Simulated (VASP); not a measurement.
## Ca: single point with r2SCAN

System: Ca, a slab with vacuum.

```
CELL_PARAMETERS angstrom
3.93775 0.00000 0.00000
0.00000 3.93775 0.00000
0.00000 0.00000 18.35323
ATOMIC_POSITIONS crystal
Ca 0.50000 0.50000 0.27243
Ca 0.00000 0.00000 0.42414
Ca 0.50000 0.50000 0.57586
Ca 0.00000 0.00000 0.72757
```

| Item | Value |
| --- | --- |
| Program | VASP 6.6.1 |
| Task | single point |
| Functional | r2SCAN |
| Potentials or basis | VASP PAW PBE potentials, release 64 (Ca_sv) |
| Cutoff | 520 eV |
| k mesh | 9 × 9 × 1 |
| Occupations | gaussian, width 0.1 eV |
| Spin | no spin polarisation |
| Dipole correction | yes |
| Further INCAR settings | ALGO = Normal; EDIFF = 1e-07; NBANDS = 28 |

```
Largest force          : 0.090 eV/Å
Band gap on the k mesh : zero (bands 20 and 21 overlap by 0.39 eV)
```

Forces on the atoms (eV/Å):
```
Ca   0.000  0.000  0.072
Ca   0.000  0.000 -0.090
Ca   0.000  0.000  0.090
Ca   0.000  0.000 -0.072
```

Levels at points of the mesh, in eV from the Fermi level:
| k point | band 17 | band 18 | band 19 | band 20 | band 21 | band 22 | band 23 | band 24 |
| --- | --- | --- | --- | --- | --- | --- | --- | --- |
| (0.00, 0.00, 0.00) | -4.00 | -3.33 | -2.27 | -1.10 | 0.34 | 0.74 | 0.83 | 1.06 |

Wall time 7.2 min on 1 thread of Intel(R) Xeon(R) 6975P-C (Granite Rapids), with other jobs on the host, peak memory 0.42 GiB.

Caveat: the PAW data sets were made with another functional, which shifts forces and pressure a little.
